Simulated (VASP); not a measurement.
TiC, 2 atoms in the cell. It takes space group I4mm (No. 107, tetragonal). Conventional cell: a = 3.060 Å, b = 3.060 Å, c = 4.328 Å, α = 90.00°, β = 90.00°, γ = 90.00°. Ti (site symmetry 4mm) has 6 C at 2.14 to 2.19 Å within 2.8 Å. Within 2.8 Å of C (site symmetry 4mm) lie 6 Ti at 2.14 to 2.19 Å.  This cell differs from its parent crystal: all C atoms moved +0.025 Å, as atom 2 along Cartesian [0 1 0].

* Program: VASP 6.6.1
* Task: single point
* Functional: PBEsol
* Potentials or basis: VASP PAW PBE potentials, release 64 (Ti_sv, C)
* Cutoff: 520 eV
* k mesh: 18 × 18 × 18
* Occupations: gaussian, width 0.15 eV
* Spin: no spin polarisation
* Dipole correction: no
* Further INCAR settings: ALGO = Normal; EDIFF = 1e-06; NBANDS = 15

Potentials or basis: VASP PAW PBE potentials, release 64 (Ti_sv, C).

Command:

```console
$ cat potpaw_PBE.64/Ti_sv/POTCAR potpaw_PBE.64/C/POTCAR > POTCAR
$ mpirun -np 1 vasp_std > vasp.out
```

Hardware: 1 thread of Intel(R) Xeon(R) 6975P-C (Granite Rapids) (shared host).

Task: Estimate the wall time of this run.

Result: Run time: 44 s on 1 thread of Intel(R) Xeon(R) 6975P-C (Granite Rapids) (shared host), peak memory 0.26 GiB. Counts: scf iterations 14, k points 480.
